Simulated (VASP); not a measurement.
# Sb in VASP: notebook

Runs on Sb. Level: PBE+D3(BJ). Tasks: single point.

Program: VASP 6.6.1. These are calculated values, not measurements. Logs are shortened: lines on timing, memory, paths and dates and some standing lists are left out, and cuts for length are marked.

### Step 1. The cell of the first run

The cell holds a slab with vacuum, 4 atoms: a = 4.069 Å, b = 4.069 Å, c = 20.800 Å, α = 90.00°, β = 90.00°, γ = 120.00°.

### Step 2. Single point, PBE+D3(BJ) (layers slid over each other, then relaxed in part)

File INCAR:

```
PREC     = Accurate       # precision mode
ENCUT    = 400            # plane-wave cutoff, eV
EDIFF    = 1E-6           # SCF threshold, eV
ISMEAR   = 0              # smearing method
SIGMA    = 0.05           # smearing width, eV
LREAL    = F              # projectors in reciprocal space
LASPH    = T              # aspherical terms in the spheres
NELM     = 120            # most SCF steps
ALGO     = Normal         # electronic algorithm
ISIF     = 2              # what is computed and relaxed
LWAVE    = F              # write WAVECAR
LCHARG   = F              # write CHGCAR
LDIPOL   = T            
IDIPOL   = 3            
DIPOL    = 0.5 0.5 0.354
GGA      = PE             # functional
IVDW     = 12             # dispersion correction
NBANDS   = 38             # bands
GGA_COMPAT= F            
NELMDL   = -8
```

File KPOINTS:

```
Automatic mesh
0
Gamma
  9 9 1
```

File POSCAR:

```
Sb
1.0
    4.0686848921      0.0000000000      0.0000000000
   -2.0343424461      3.5235844766      0.0000000000
    0.0000000000      0.0000000000     20.8000277116
Sb
4
Direct
    0.3333333333      0.6666666667      0.2949708060
    0.6666666667      0.3333333333      0.2163458656
    0.6666666667      1.3333333333      0.4912344770
    1.0000000000      1.0000000000      0.4126082887
```

Potentials or basis: VASP PAW PBE potentials, release 64 (Sb_d_GW).

Run with:

```console
$ cat potpaw_PBE.64/Sb_d_GW/POTCAR > POTCAR
$ mpirun -np 1 vasp_std > vasp.out
```

OUTCAR:

```text
PREC = Accurate
   ENCUT = 400
   EDIFF = 1E-6
   ISMEAR = 0
   LREAL = F
   LASPH = T
   NELM = 120
   ISIF = 2
   GGA = PE
   IVDW = 12
   NELMDL = -8
 IVDW          = 12

 ion  position               nearest neighbor table
   1  0.333  0.667  0.295-   2 2.86   2 2.86   2 2.86   4 3.39   4 3.39   4 3.39
   2  0.667  0.333  0.216-   1 2.86   1 2.86   1 2.86
   3  0.667  0.333  0.491-   4 2.86   4 2.86   4 2.86
   4  0.000  0.000  0.413-   3 2.86   3 2.86   3 2.86   1 3.39   1 3.39   1 3.39

  LATTYP: Found a hexagonal cell.
 ALAT       =     4.0686848921
 C/A-ratio  =     5.1122237930

  Lattice vectors:

 A1 = (   4.0686848921,   0.0000000000,   0.0000000000)
 A2 = (  -2.0343424461,   3.5235844766,   0.0000000000)
 A3 = (   0.0000000000,   0.0000000000,  20.8000277116)

Analysis of symmetry for initial positions (statically):
=====================================================================
 Subroutine PRICEL returns:
 Original cell was already a primitive cell.

 Routine SETGRP: Setting up the symmetry group for a
 hexagonal supercell.

 Subroutine GETGRP returns: Found 12 space group operations
 (whereof  6 operations were pure point group operations)
 out of a pool of 24 trial point group operations.

The static configuration has the point symmetry C_3v.
 The point group associated with its full space group is D_3d.

Analysis of symmetry for dynamics (positions and initial velocities):
=====================================================================
 Subroutine PRICEL returns:
 Original cell was already a primitive cell.

 Routine SETGRP: Setting up the symmetry group for a
 hexagonal supercell.

 Subroutine GETGRP returns: Found 12 space group operations
 (whereof  6 operations were pure point group operations)
 out of a pool of 24 trial point group operations.

The dynamic configuration has the point symmetry C_3v.
 The point group associated with its full space group is D_3d.

 Subroutine INISYM returns: Found 12 space group operations
 (whereof  6 operations are pure point group operations),
 and found     1 'primitive' translations

----------------------------------------------------------------------------------------

                                     Primitive cell

  volume of cell :     298.1966

  direct lattice vectors                    reciprocal lattice vectors
     4.068684892  0.000000000  0.000000000     0.245779663  0.141900954  0.000000000
    -2.034342446  3.523584477  0.000000000     0.000000000  0.283801909  0.000000000
     0.000000000  0.000000000 20.800027712     0.000000000  0.000000000  0.048076859

  length of vectors
     4.068684892  4.068684892 20.800027712     0.283801909  0.283801909  0.048076859

  position of ions in fractional coordinates (direct lattice)
     0.333333333  0.666666667  0.294970806
     0.666666667  0.333333333  0.216345866
     0.666666667  0.333333333  0.491234477
     0.000000000  0.000000000  0.412608289

  ion indices of the primitive-cell ions
   primitive index   ion index
                 1           1
                 2           2
                 3           3
                 4           4

----------------------------------------------------------------------------------------

 KPOINTS: Automatic mesh

Automatic generation of k-mesh.
 Grid dimensions read from file:
 generate k-points for:    9    9    1

 Generating k-lattice:

  Cartesian coordinates                     Fractional coordinates (reciprocal lattice)
     0.027308851  0.015766773  0.000000000     0.111111111 -0.000000000  0.000000000
     0.000000000  0.031533545  0.000000000     0.000000000  0.111111111  0.000000000
     0.000000000  0.000000000  0.048076859     0.000000000  0.000000000  1.000000000

  Length of vectors
     0.031533545  0.031533545  0.048076859

  Shift w.r.t. Gamma in fractional coordinates (k-lattice)
     0.000000000  0.000000000  0.000000000

 Subroutine IBZKPT returns following result:
 ===========================================

 Found     12 irreducible k-points:

 Following reciprocal coordinates:
            Coordinates               Weight
  0.000000  0.000000  0.000000      1.000000
  0.111111 -0.000000  0.000000      6.000000
  0.222222 -0.000000  0.000000      6.000000
  0.333333 -0.000000  0.000000      6.000000
  0.444444 -0.000000  0.000000      6.000000
  0.111111  0.111111  0.000000      6.000000
  0.222222  0.111111  0.000000     12.000000
  0.333333  0.111111  0.000000     12.000000
  0.444444  0.111111  0.000000      6.000000
  0.222222  0.222222  0.000000      6.000000
  0.333333  0.222222  0.000000     12.000000
  0.333333  0.333333  0.000000      2.000000
   k-points           NKPTS =     12   k-points in BZ     NKDIM =     12   number of bands    NBANDS=     38
   number of dos      NEDOS =    301   number of ions     NIONS =      4
   total plane-waves  NPLWV = 109760
   dimension x,y,z NGX =    28 NGY =   28 NGZ =  140
   dimension x,y,z NGXF=    56 NGYF=   56 NGZF=  280
   ions per type =               4
   NGX,Y,Z   is equivalent  to a cutoff of  11.44, 11.44, 11.19 a.u.
   NGXF,Y,Z  is equivalent  to a cutoff of  22.88, 22.88, 22.38 a.u.
 SYSTEM =  unknown system
   PREC   = accura    normal or accurate (medium, high low for compatibility)
   ISTART =      0    job   : 0-new  1-cont  2-samecut
   ICHARG =      2    charge: 1-file 2-atom 10-const
   ISPIN  =      1    spin polarized calculation?
   LNONCOLLINEAR =      F non collinear calculations
   LSORBIT =      F    spin-orbit coupling
   LASPH  =      T    aspherical Exc in radial PAW
   ENCUT  =  400.0 eV  29.40 Ry    5.42 a.u.   6.63  6.63 33.92*2*pi/ulx,y,z
   NELM   =    120;   NELMIN=  2; NELMDL= -8     # of ELM steps
   EDIFF  = 0.1E-05   stopping-criterion for ELM
   LREAL  =      F    real-space projection
   EDIFFG = 0.1E-04   stopping-criterion for IOM
   NSW    =      0    number of steps for IOM
   IBRION =     -1    ionic relax: 0-MD 1-quasi-New 2-CG
   NFREE  =      0    steps in history (QN), initial steepest desc. (CG)
   ISIF   =      2    stress and relaxation
   ISYM   =      2    0-nonsym 1-usesym 2-fastsym
   POTIM  = 0.5000    time-step for ionic-motion
   TEBEG  =    0.0;   TEEND  =   0.0 temperature during run
   PSTRESS=    0.0 pullay stress
   NELECT =      60.0000    total number of electrons
   NUPDOWN=      -1.0000    fix difference up-down
   EMIN   =  10.00;   EMAX   =-10.00  energy-range for DOS
   EFERMI =   0.00;   METHOD = LEGACY
   ISMEAR =     0;   SIGMA  =   0.05  broadening in eV -4-tet -1-fermi 0-gaus
   EFERMI_NEDOS =   21; number of points for ismear=-14 and -15
   IALGO  =     38    algorithm
   IMIX   =      4    mixing-type and parameters
     AMIX     =   0.40;   BMIX     =  1.00
     AMIX_MAG =   1.60;   BMIX_MAG =  1.00
  volume/ion in A,a.u.               =      74.55       503.08
  Fermi-wavevector in a.u.,A,eV,Ry     =   0.959307  1.812828 12.521037  0.920270
  Thomas-Fermi vector in A             =   2.088492
   LORBIT       =      0    0 simple, 1 ext, 2 COOP (PROOUT), +10 PAW based schemes
   GGA     = PE    functional components
   LHFCALC =     F    Hartree Fock is set to
   AEXX    =    0.0000 exact exchange contribution
   IVDW    =    12    specifies the selected vdW correction
   LEPSILON=     F    determine dielectric tensor
   LRPA    =     F    only Hartree local field effects (RPA)
 non-spin polarized calculation
 Gauss-broadening in eV      SIGMA  =   0.05
  energy-cutoff  :      400.00
  volume of cell :      298.20
 maximum number of plane-waves:      5503
 NGX is ok and might be reduce to    28
   NGX = 13   NGY = 13   NGZ = 67

 dipolmoment           0.000000      0.000000      0.000017 electrons x Angstroem

 number of electron      60.0000033 magnetization

 dipolmoment           0.000000      0.000000     -0.000180 electrons x Angstroem

 Free energy of the ion-electron system (eV)
  ---------------------------------------------------
  ext. energy  EPLUGINS =         0.00000000
  ---------------------------------------------------
  free energy    TOTEN  =       -16.22811157 eV

  energy without entropy =      -16.22771755  energy(sigma->0) =      -16.22791456

 E-fermi :  -0.0399     XC(G=0):  -4.6548

 val. band max:       -0.1167518820   @ k =   0.1111  -0.0000   0.0000
 cond. band min:       0.0369197880   @ k =   0.3333  -0.0000   0.0000
 fundamental gap:      0.1536716700
 Fermi energy:        -0.0399160868

 k-point     1 :       0.0000    0.0000    0.0000
  band No.  band energies     occupation
      1     -29.6085      2.00000
      2     -29.6085      2.00000
      3     -29.5805      2.00000
      4     -29.5805      2.00000
      5     -29.5288      2.00000
      6     -29.5288      2.00000
[... 30 lines left out ...]
     37       3.3299      0.00000
     38       3.4315      0.00000

 k-point     2 :       0.1111   -0.0000    0.0000
  band No.  band energies     occupation
      1     -29.6075      2.00000
      2     -29.6018      2.00000
      3     -29.5796      2.00000
      4     -29.5753      2.00000
      5     -29.5284      2.00000
      6     -29.5258      2.00000
[... 30 lines left out ...]
     37       3.4875      0.00000
     38       3.7064      0.00000

 k-point     3 :       0.2222   -0.0000    0.0000
  band No.  band energies     occupation
      1     -29.6050      2.00000
      2     -29.5834      2.00000
      3     -29.5771      2.00000
      4     -29.5614      2.00000
      5     -29.5276      2.00000
      6     -29.5178      2.00000
[... 30 lines left out ...]
     37       3.8049      0.00000
     38       4.2914      0.00000

 k-point     4 :       0.3333   -0.0000    0.0000
  band No.  band energies     occupation
      1     -29.6020      2.00000
      2     -29.5743      2.00000
      3     -29.5591      2.00000
      4     -29.5449      2.00000
      5     -29.5251      2.00000
      6     -29.5164      2.00000
[... 30 lines left out ...]
     37       4.1122      0.00000
     38       4.7923      0.00000

 k-point     5 :       0.4444   -0.0000    0.0000
  band No.  band energies     occupation
      1     -29.6001      2.00000
      2     -29.5724      2.00000
      3     -29.5445      2.00000
      4     -29.5322      2.00000
      5     -29.5210      2.00000
      6     -29.5119      2.00000
[... 30 lines left out ...]
     37       3.9959      0.00000
     38       4.8639      0.00000

 k-point     6 :       0.1111    0.1111    0.0000
  band No.  band energies     occupation
      1     -29.6043      2.00000
      2     -29.5930      2.00000
      3     -29.5741      2.00000
      4     -29.5670      2.00000
      5     -29.5267      2.00000
      6     -29.5223      2.00000
[... 30 lines left out ...]
     37       3.7774      0.00000
     38       4.0448      0.00000

 k-point     7 :       0.2222    0.1111    0.0000
  band No.  band energies     occupation
      1     -29.6001      2.00000
      2     -29.5848      2.00000
      3     -29.5587      2.00000
      4     -29.5514      2.00000
      5     -29.5248      2.00000
      6     -29.5175      2.00000
[... 30 lines left out ...]
     37       4.0555      0.00000
     38       4.6252      0.00000

 k-point     8 :       0.3333    0.1111    0.0000
  band No.  band energies     occupation
      1     -29.5979      2.00000
      2     -29.5783      2.00000
      3     -29.5448      2.00000
      4     -29.5327      2.00000
      5     -29.5218      2.00000
      6     -29.5125      2.00000
[... 30 lines left out ...]
     37       4.4476      0.00000
     38       4.8188      0.00000

 k-point     9 :       0.4444    0.1111    0.0000
  band No.  band energies     occupation
      1     -29.5973      2.00000
      2     -29.5759      2.00000
      3     -29.5403      2.00000
      4     -29.5250      2.00000
      5     -29.5200      2.00000
      6     -29.5075      2.00000
[... 30 lines left out ...]
     37       4.2196      0.00000
     38       5.2148      0.00000

 k-point    10 :       0.2222    0.2222    0.0000
  band No.  band energies     occupation
      1     -29.5915      2.00000
      2     -29.5879      2.00000
      3     -29.5429      2.00000
      4     -29.5309      2.00000
      5     -29.5198      2.00000
      6     -29.5154      2.00000
[... 30 lines left out ...]
     37       4.5849      0.00000
     38       4.7739      0.00000

 k-point    11 :       0.3333    0.2222    0.0000
  band No.  band energies     occupation
      1     -29.5911      2.00000
      2     -29.5831      2.00000
      3     -29.5352      2.00000
      4     -29.5180      2.00000
      5     -29.5172      2.00000
      6     -29.5079      2.00000
[... 30 lines left out ...]
     37       4.6201      0.00000
     38       5.5595      0.00000

 k-point    12 :       0.3333    0.3333    0.0000
  band No.  band energies     occupation
      1     -29.5865      2.00000
      2     -29.5861      2.00000
      3     -29.5314      2.00000
      4     -29.5136      2.00000
      5     -29.5108      2.00000
      6     -29.5080      2.00000
[... 30 lines left out ...]
     37       6.2338      0.00000
     38       6.3781      0.00000

------------------------ aborting loop because EDIFF is reached ----------------------------------------

 vacuum level on the upper side and lower side of the slab       (xc-potential included)        -0.135        -0.133

 Edisp (eV)   -1.40371

 E8    (eV) :    -0.6801

  FORCE on cell =-STRESS in cart. coord.  units (eV):
  Direction    XX          YY          ZZ          XY          YZ          ZX
  --------------------------------------------------------------------------------------
  -------------------------------------------------------------------------------------
  Total       1.89771     1.89771    -0.25167    -0.00000     0.00000     0.00000
  in kB      10.19618    10.19618    -1.35221    -0.00000     0.00000     0.00000
  external pressure =        6.35 kB  Pullay stress =        0.00 kB

 VOLUME and BASIS-vectors are now :
 -----------------------------------------------------------------------------
  energy-cutoff  :      400.00
  volume of cell :      298.20
      direct lattice vectors                 reciprocal lattice vectors
     4.068684892  0.000000000  0.000000000     0.245779663  0.141900954  0.000000000
    -2.034342446  3.523584477  0.000000000     0.000000000  0.283801909  0.000000000
     0.000000000  0.000000000 20.800027712     0.000000000  0.000000000  0.048076859

 POSITION                                       TOTAL-FORCE (eV/Angst)
 -----------------------------------------------------------------------------------
     -0.00000      2.34906      6.13540         0.000000     -0.000000     -0.005173
      2.03434      1.17453      4.50000         0.000000     -0.000000     -0.000329
      2.03434      1.17453     10.21769        -0.000000      0.000000      0.000329
      0.00000      0.00000      8.58226        -0.000000     -0.000000      0.005173
 -----------------------------------------------------------------------------------
    total drift:                                0.000000     -0.000000     -0.024354

  FREE ENERGIE OF THE ION-ELECTRON SYSTEM (eV)
  ---------------------------------------------------
  free  energy   TOTEN  =       -17.6318232623 eV

  energy  without entropy=      -17.6314292513  energy(sigma->0) =      -17.63162626

 vacuum level on the upper side and lower side of the slab         3.688         3.690
```

Wall time 4.7 min (1 thread of Intel Xeon Platinum 8259CL at 2.50GHz (Skylake/Cascade Lake), shared host); peak memory 0.35 GiB.

Results:

```
Free energy                : -17.6318 eV
Largest force              : 0.005 eV/Å
Dispersion energy per atom : -0.351 eV
```

Forces in eV/Å, atoms in the order of the input:
```
Sb   0.000  0.000 -0.005
Sb   0.000  0.000  0.000
Sb   0.000  0.000  0.000
Sb   0.000  0.000  0.005
```

Caveat: the cell differs from its parent crystal (layers slid over each other, then relaxed in part); spin-orbit coupling is left out, which moves the levels of the heavy elements.

### Step 3. Single point, PBE+D3(BJ) (layers slid over each other, then relaxed in part)

File INCAR:

```
SYSTEM = Sb
  ALGO = Normal
  DIPOL = 0.5 0.5 0.368
  EDIFF = 1E-6
  ENCUT = 400
  GGA = PE
  GGA_COMPAT = .FALSE.
  IDIPOL = 3
  ISIF = 2
  ISMEAR = 0
  IVDW = 12
  LASPH = .TRUE.
  LCHARG = .FALSE.
  LDIPOL = .TRUE.
  LREAL = .FALSE.
  LWAVE = .FALSE.
  NBANDS = 38
  NELM = 120
  NELMDL = -8
  PREC = Accurate
  SIGMA = 0.05
```

File KPOINTS:

```
k-points
0
G
  9 9 1
  0 0 0
```

File POSCAR:

```
Sb
1.0
    4.0686848921      0.0000000000      0.0000000000
   -2.0343424461      3.5235844766      0.0000000000
    0.0000000000      0.0000000000     20.8000277116
Sb
4
Direct
    0.3333333333      0.6666666667      0.2958984407
    0.6666666667      0.3333333333      0.2163458656
    0.3333333333      1.6666666667      0.5190859644
    0.6666666667      1.3333333333      0.4395381766
```

Potentials or basis: VASP PAW PBE potentials, release 64 (Sb_d_GW).

Run with:

```console
$ cat potpaw_PBE.64/Sb_d_GW/POTCAR > POTCAR
$ mpirun -np 1 vasp_std > vasp.out
```

Wall time 4.1 min (1 thread of Intel Xeon 6975P-C (Granite Rapids), shared host); peak memory 0.35 GiB.

The run converged. Its results:

```
Free energy                : -17.5835 eV
Largest force              : 0.004 eV/Å
Dispersion energy per atom : -0.324 eV
```

Forces in eV/Å, atoms in the order of the input:
```
Sb   0.000  0.000 -0.002
Sb   0.000  0.000 -0.004
Sb   0.000  0.000  0.004
Sb   0.000  0.000  0.002
```

Levels at points of the mesh, in eV from the Fermi level:
```
           k point  band 27  band 28  band 29  band 30  band 31  band 32  band 33  band 34
(0.00, 0.00, 0.00)    -0.64    -0.41    -0.41    -0.36     1.05     2.05     2.19     2.19
```

Caveat: the cell differs from its parent crystal (layers slid over each other, then relaxed in part); spin-orbit coupling is left out, which moves the levels of the heavy elements.

[end of part 1 of 2]
